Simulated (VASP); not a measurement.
## Si: electric field gradients with LDA

The system is Si.

```
Si
1.0
     0.00000    2.68832    2.71547
     2.68832    0.00000    2.71547
     2.68832    2.68832    0.00000
Si
2
Direct
  0.50000 0.50000 0.50000
  0.75000 0.75000 0.75000
```

This cell differs from its parent crystal: equal xx and yy strain of -1 %.

* Program: VASP 6.6.1
* Task: electric field gradients
* Functional: LDA
* Potentials or basis: VASP PAW LDA potentials, release 64 (Si)
* Cutoff: 520 eV
* k mesh: 11 × 11 × 11
* Occupations: fermi-dirac, width 0.08 eV
* Spin: no spin polarisation
* Dipole correction: no
* Further INCAR settings: ALGO = Normal; EDIFF = 1e-08; NBANDS = 11

The pressure is 0.4 GPa and the band gap on the k mesh is 0.40 eV, indirect (least direct gap 2.50 eV).

Stress tensor (GPa, compression positive):
```
 0.76  0.00  0.00
 0.00  0.76  0.00
 0.00  0.00 -0.22
```

Levels at points of the mesh, in eV from the valence-band top:
```csv
k point,band 1,band 2,band 3,band 4,band 5,band 6,band 7,band 8
"(0.00, 0.00, 0.00)",-12.12,-0.07,0.00,0.00,2.50,2.50,2.53,3.41
```

It took 32 s on 1 thread of Intel Xeon 6975P-C, on a shared host, peak memory 0.16 GiB.

Caveat: the cell differs from its parent crystal (equal xx and yy strain of -1 %); without QUAD_EFG the Cq values of the log hold for a quadrupole moment of 1 mb, not for the nuclei. A k mesh can miss the band edges.
